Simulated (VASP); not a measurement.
# P (P4/mmm) in VASP: density of states with PBE

Aim: the density of states of P with PBE.

Everything below comes from runs of VASP 6.6.1. Logs are shortened: lines on timing, memory, paths and dates and some standing lists are left out, and cuts for length are marked.

### Step 1. The cell of the first run

Symmetry: P4/mmm, No. 123, tetragonal system. Conventional cell: a = 4.794 Å, b = 4.794 Å, c = 2.327 Å, α = 90.00°, β = 90.00°, γ = 90.00°. Within 3.1 Å of P (site symmetry 4/mmm) lie 6 P at 2.33 to 2.40 Å. Within 3.1 Å of P (site symmetry mmm) lie 4 P at 2.33 to 2.40 Å.

### Step 2. Density of states, PBE

The input, POSCAR:

```
P
1.0
    4.7936984896      0.0000000000      0.0000000000
    0.0000000000      4.7936984896      0.0000000000
    0.0000000000      0.0000000000      2.3266800587
P
3
Direct
    0.0000000000      0.0000000000      0.0000000000
    0.0000000000      0.5000000000      0.0000000000
    0.5000000000      0.0000000000      0.0000000000
```

The input, INCAR.step1:

```
PREC = Accurate ; ENCUT = 520
EDIFF = 1E-7 ; ISMEAR = 0
SIGMA = 0.1 ; LREAL = False
LASPH = True ; NELM = 100
ALGO = Normal ; ISIF = 2
LWAVE = False ; LCHARG = True
GGA = PE ; NBANDS = 14
```

The input, KPOINTS.step1:

```
Automatic mesh
0
Gamma
  10 10 20
```

The input, INCAR.step2:

```
PREC = Accurate ; ENCUT = 520
EDIFF = 1E-7 ; ISMEAR = -5
SIGMA = 0.1 ; LREAL = False
LASPH = True ; NELM = 100
ALGO = Normal ; ISIF = 2
LWAVE = False ; LCHARG = False
GGA = PE ; LORBIT = 10
NEDOS = 1001 ; ICHARG = 11
```

The input, KPOINTS.step2:

```
Automatic mesh
0
Gamma
  15 15 30
```

Potentials or basis: VASP PAW PBE potentials, release 64 (P).

The run is started by

```sh
> cat potpaw_PBE.64/P/POTCAR > POTCAR
> cp INCAR.step1 INCAR
> cp KPOINTS.step1 KPOINTS
> mpirun -np 1 vasp_std > vasp.out
> cp INCAR.step2 INCAR
> cp KPOINTS.step2 KPOINTS
> mpirun -np 1 vasp_std > vasp.out
```

OUTCAR:

```text
PREC = Accurate
   ENCUT = 520
   EDIFF = 1E-7
   ISMEAR = -5
   LREAL = False
   LASPH = True
   NELM = 100
   ISIF = 2
   GGA = PE
   LORBIT = 10
   ICHARG = 11

 ion  position               nearest neighbor table
   1  0.000  0.000  0.000-   2 2.40   3 2.40   2 2.40   3 2.40
   2  0.000  0.500  0.000-   1 2.40   1 2.40
   3  0.500  0.000  0.000-   1 2.40   1 2.40

  LATTYP: Found a simple tetragonal cell.
 ALAT       =     4.7936984896
 C/A-ratio  =     0.4853622028

  Lattice vectors:

 A1 = (   4.7936984896,   0.0000000000,   0.0000000000)
 A2 = (   0.0000000000,   4.7936984896,   0.0000000000)
 A3 = (   0.0000000000,   0.0000000000,   2.3266800587)

Analysis of symmetry for initial positions (statically):
=====================================================================
 Subroutine PRICEL returns:
 Original cell was already a primitive cell.

 Routine SETGRP: Setting up the symmetry group for a
 simple tetragonal supercell.

 Subroutine GETGRP returns: Found 16 space group operations
 (whereof 16 operations were pure point group operations)
 out of a pool of 16 trial point group operations.

The static configuration has the point symmetry D_4h.

Analysis of symmetry for dynamics (positions and initial velocities):
=====================================================================
 Subroutine PRICEL returns:
 Original cell was already a primitive cell.

 Routine SETGRP: Setting up the symmetry group for a
 simple tetragonal supercell.

 Subroutine GETGRP returns: Found 16 space group operations
 (whereof 16 operations were pure point group operations)
 out of a pool of 16 trial point group operations.

The dynamic configuration has the point symmetry D_4h.

 Subroutine INISYM returns: Found 16 space group operations
 (whereof 16 operations are pure point group operations),
 and found     1 'primitive' translations

----------------------------------------------------------------------------------------

                                     Primitive cell

  volume of cell :      53.4660

  direct lattice vectors                    reciprocal lattice vectors
     4.793698490  0.000000000  0.000000000     0.208607196  0.000000000  0.000000000
     0.000000000  4.793698490  0.000000000     0.000000000  0.208607196  0.000000000
     0.000000000  0.000000000  2.326680059     0.000000000  0.000000000  0.429796953

  length of vectors
     4.793698490  4.793698490  2.326680059     0.208607196  0.208607196  0.429796953

  position of ions in fractional coordinates (direct lattice)
     0.000000000  0.000000000  0.000000000
     0.000000000  0.500000000  0.000000000
     0.500000000  0.000000000  0.000000000

  ion indices of the primitive-cell ions
   primitive index   ion index
                 1           1
                 2           2
                 3           3

----------------------------------------------------------------------------------------

 KPOINTS: Automatic mesh

Automatic generation of k-mesh.
 Grid dimensions read from file:
 generate k-points for:   15   15   30

 Generating k-lattice:

  Cartesian coordinates                     Fractional coordinates (reciprocal lattice)
     0.013907146  0.000000000  0.000000000     0.066666667  0.000000000  0.000000000
     0.000000000  0.013907146  0.000000000     0.000000000  0.066666667  0.000000000
     0.000000000  0.000000000  0.014326565     0.000000000  0.000000000  0.033333333

  Length of vectors
     0.013907146  0.013907146  0.014326565

  Shift w.r.t. Gamma in fractional coordinates (k-lattice)
     0.000000000  0.000000000  0.000000000

 TETIRR: Found  10095 inequivalent tetrahedra from    40500

 Subroutine IBZKPT returns following result:
 ===========================================

 Found    576 irreducible k-points:

 Following reciprocal coordinates:
            Coordinates               Weight
  0.000000  0.000000  0.000000      1.000000
  0.066667  0.000000  0.000000      4.000000
  0.133333  0.000000  0.000000      4.000000
  0.200000  0.000000  0.000000      4.000000
  0.266667  0.000000  0.000000      4.000000
  0.333333  0.000000  0.000000      4.000000
[... 16 lines left out ...]
  0.266667  0.200000  0.000000      8.000000
  0.333333  0.200000  0.000000      8.000000
 [... further k-points ...]
   k-points           NKPTS =    576   k-points in BZ     NKDIM =    576   number of bands    NBANDS=     11
   number of dos      NEDOS =   1001   number of ions     NIONS =      3
   total plane-waves  NPLWV =  23328
   dimension x,y,z NGX =    36 NGY =   36 NGZ =   18
   dimension x,y,z NGXF=    72 NGYF=   72 NGZF=   36
   ions per type =               3
   NGX,Y,Z   is equivalent  to a cutoff of  12.48, 12.48, 12.86 a.u.
   NGXF,Y,Z  is equivalent  to a cutoff of  24.97, 24.97, 25.72 a.u.
 SYSTEM =  unknown system
   PREC   = accura    normal or accurate (medium, high low for compatibility)
   ISTART =      0    job   : 0-new  1-cont  2-samecut
   ICHARG =     11    charge: 1-file 2-atom 10-const
   ISPIN  =      1    spin polarized calculation?
   LNONCOLLINEAR =      F non collinear calculations
   LSORBIT =      F    spin-orbit coupling
   LASPH  =      T    aspherical Exc in radial PAW
   ENCUT  =  520.0 eV  38.22 Ry    6.18 a.u.   8.91  8.91  4.33*2*pi/ulx,y,z
   NELM   =    100;   NELMIN=  2; NELMDL=  0     # of ELM steps
   EDIFF  = 0.1E-06   stopping-criterion for ELM
   LREAL  =      F    real-space projection
   EDIFFG = 0.1E-05   stopping-criterion for IOM
   NSW    =      0    number of steps for IOM
   IBRION =     -1    ionic relax: 0-MD 1-quasi-New 2-CG
   NFREE  =      0    steps in history (QN), initial steepest desc. (CG)
   ISIF   =      2    stress and relaxation
   ISYM   =      2    0-nonsym 1-usesym 2-fastsym
   POTIM  = 0.5000    time-step for ionic-motion
   TEBEG  =    0.0;   TEEND  =   0.0 temperature during run
   PSTRESS=    0.0 pullay stress
   NELECT =      15.0000    total number of electrons
   NUPDOWN=      -1.0000    fix difference up-down
   EMIN   =  10.00;   EMAX   =-10.00  energy-range for DOS
   EFERMI =   0.00;   METHOD = LEGACY
   ISMEAR =    -5;   SIGMA  =   0.10  broadening in eV -4-tet -1-fermi 0-gaus
   EFERMI_NEDOS =   21; number of points for ismear=-14 and -15
   IALGO  =     38    algorithm
   IMIX   =      4    mixing-type and parameters
     AMIX     =   0.40;   BMIX     =  1.00
     AMIX_MAG =   1.60;   BMIX_MAG =  1.00
  volume/ion in A,a.u.               =      17.82       120.27
  Fermi-wavevector in a.u.,A,eV,Ry     =   1.071715  2.025247 15.627278  1.148573
  Thomas-Fermi vector in A             =   2.207463
   LORBIT       =     10    0 simple, 1 ext, 2 COOP (PROOUT), +10 PAW based schemes
   GGA     = PE    functional components
   LHFCALC =     F    Hartree Fock is set to
   AEXX    =    0.0000 exact exchange contribution
   IVDW    =     0    specifies the selected vdW correction
   LEPSILON=     F    determine dielectric tensor
   LRPA    =     F    only Hartree local field effects (RPA)
 non-spin polarized calculation
 Fermi weights with tetrahedron method with Bloechl corrections
  energy-cutoff  :      520.00
  volume of cell :       53.47
 maximum number of plane-waves:      1469
 NGX is ok and might be reduce to    36

 number of electron      14.9999999 magnetization

 Free energy of the ion-electron system (eV)
  ---------------------------------------------------
  ext. energy  EPLUGINS =         0.00000000
  ---------------------------------------------------
  free energy    TOTEN  =       -14.85620536 eV

  energy without entropy =      -14.85620536  energy(sigma->0) =      -14.85620536

 E-fermi :   6.7060     XC(G=0): -10.1161

 val. band max:        6.8488962601   @ k =   0.4000   0.4000   0.2000
 cond. band min:       6.6169729179   @ k =   0.2667   0.0000   0.3000
 fundamental gap:     -0.2319233423
 Fermi energy:         6.7060421220

 k-point     1 :       0.0000    0.0000    0.0000
  band No.  band energies     occupation
      1      -9.1978      2.00000
      2      -5.1374      2.00000
      3      -2.6306      2.00000
      4      -1.0850      2.00000
      5      -1.0850      2.00000
      6       4.9967      2.00000
      7       4.9967      2.00000
      8       9.4813      0.00000
      9      10.5481      0.00000
     10      13.4933      0.00000
     11      13.4940      0.00000

 k-point     2 :       0.0667    0.0000    0.0000
  band No.  band energies     occupation
      1      -9.1783      2.00000
      2      -5.1830      2.00000
      3      -2.8009      2.00000
      4      -1.0754      2.00000
      5      -0.8146      2.00000
      6       4.9157      2.00000
      7       4.9560      2.00000
      8       9.6232      0.00000
      9      10.6534      0.00000
     10      12.7725      0.00000
     11      13.4963      0.00000

 k-point     3 :       0.1333    0.0000    0.0000
  band No.  band energies     occupation
      1      -9.1208      2.00000
      2      -5.3208      2.00000
      3      -3.1071      2.00000
      4      -1.0475      2.00000
      5      -0.2077      2.00000
      6       4.7038      2.00000
      7       4.8473      2.00000
      8      10.0176      0.00000
      9      10.9561      0.00000
     10      11.6193      0.00000
     11      13.5039      0.00000

 k-point     4 :       0.2000    0.0000    0.0000
  band No.  band energies     occupation
      1      -9.0290      2.00000
      2      -5.5443      2.00000
      3      -3.3648      2.00000
      4      -1.0052      2.00000
      5       0.5431      2.00000
      6       4.4265      2.00000
      7       4.7032      2.00000
      8      10.4190      0.00000
      9      10.5983      0.00000
     10      11.4240      0.00000
     11      13.5163      0.00000

 k-point     5 :       0.2667    0.0000    0.0000
  band No.  band energies     occupation
      1      -8.9103      2.00000
      2      -5.8239      2.00000
      3      -3.5367      2.00000
      4      -0.9544      2.00000
      5       1.3662      2.00000
      6       4.1429      2.00000
      7       4.5645      2.00000
      8       9.2258      0.00000
      9      11.3018      0.00000
     10      12.0177      0.00000
     11      13.5327      0.00000
[... 211 lines left out ...]
 k-point    21 :       0.4667    0.1333    0.0000
  band No.  band energies     occupation
      1      -8.4833      2.00000
      2      -6.4801      2.00000
      3      -4.2930      2.00000
      4      -0.0670      2.00000
      5       2.7185      2.00000
      6       4.1655      2.00000
      7       5.1601      2.00000
      8       6.0233      2.09565
      9      11.6107      0.00000
     10      12.9879      0.00000
     11      14.7854      0.00000

 k-point    22 :       0.2000    0.2000    0.0000
  band No.  band energies     occupation
      1      -8.8515      2.00000
      2      -5.7116      2.00000
      3      -4.2301      2.00000
      4       0.2400      2.00000
      5       0.8866      2.00000
      6       3.4174      2.00000
      7       5.4060      2.00000
      8      10.1150      0.00000
      9      10.3914      0.00000
     10      11.0554      0.00000
     11      12.8479      0.00000

 k-point    23 :       0.2667    0.2000    0.0000
  band No.  band energies     occupation
      1      -8.7254      2.00000
      2      -5.8846      2.00000
      3      -4.5024      2.00000
      4       0.4736      2.00000
      5       1.5006      2.00000
      6       3.1351      2.00000
      7       5.4878      2.00000
      8       9.1502      0.00000
      9      10.3885      0.00000
     10      11.1998      0.00000
     11      13.5861      0.00000

 k-point    24 :       0.3333    0.2000    0.0000
  band No.  band energies     occupation
      1      -8.5834      2.00000
      2      -6.1105      2.00000
      3      -4.6674      2.00000
      4       0.5725      2.00000
      5       2.1781      2.00000
      6       3.0502      2.00000
      7       5.4950      2.00000
      8       8.0392      0.00000
      9      10.4214      0.00000
     10      11.6545      0.00000
     11      14.3753      0.00000

 [... further k-points ...]

------------------------ aborting loop because EDIFF is reached ----------------------------------------

  FORCE on cell =-STRESS in cart. coord.  units (eV):
  Direction    XX          YY          ZZ          XY          YZ          ZX
  --------------------------------------------------------------------------------------
  -------------------------------------------------------------------------------------
  Total        0.1255031      0.1255031     -0.3821761      0.0000000     -0.0000000      0.0000000
  in kB        3.7608568      3.7608568    -11.4523858      0.0000000     -0.0000000      0.0000000
  external PRESSURE =      -1.3102241 kB  Pullay stress =       0.0000000 kB

 VOLUME and BASIS-vectors are now :
 -----------------------------------------------------------------------------
  energy-cutoff  :      520.00
  volume of cell :       53.47
      direct lattice vectors                 reciprocal lattice vectors
     4.793698490  0.000000000  0.000000000     0.208607196  0.000000000  0.000000000
     0.000000000  4.793698490  0.000000000     0.000000000  0.208607196  0.000000000
     0.000000000  0.000000000  2.326680059     0.000000000  0.000000000  0.429796953

 POSITION                                       TOTAL-FORCE (eV/Angst)
 -----------------------------------------------------------------------------------
      0.00000      0.00000      0.00000         0.000000      0.000000      0.000000
      0.00000      2.39685      0.00000         0.000000      0.000000      0.000000
      2.39685      0.00000      0.00000         0.000000      0.000000      0.000000
 -----------------------------------------------------------------------------------
    total drift:                                0.000000     -0.000000     -0.000000

  FREE ENERGIE OF THE ION-ELECTRON SYSTEM (eV)
  ---------------------------------------------------
  free  energy   TOTEN  =       -14.8562053583 eV

  energy  without entropy=      -14.8562053583  energy(sigma->0) =      -14.85620536

 total charge

# of ion       s       p       d       tot
------------------------------------------
    1        1.062   1.349   0.000   2.411
    2        1.089   1.310   0.000   2.399
    3        1.089   1.310   0.000   2.399
--------------------------------------------------
tot          3.241   3.969   0.000   7.210
```

It took 3.3 min on 1 thread of Intel Xeon Platinum 8259CL at 2.50GHz (Skylake/Cascade Lake), shared host; peak memory 0.36 GiB.

Results:

* Valence electrons inside the program's atomic spheres: P 2.41, 2.40

Levels at points of the mesh, in eV from the Fermi level:
```tsv
k point	band 4	band 5	band 6	band 7	band 8	band 9	band 10	band 11
(0.00, 0.00, 0.00)	-7.79	-7.79	-1.71	-1.71	2.78	3.84	6.79	6.79
(0.00, 0.00, 0.50)	-5.14	-3.78	-3.78	-3.52	-2.75	2.07	2.07	2.36
```

Caveat: tetrahedron occupations give inexact forces and stress in metals.
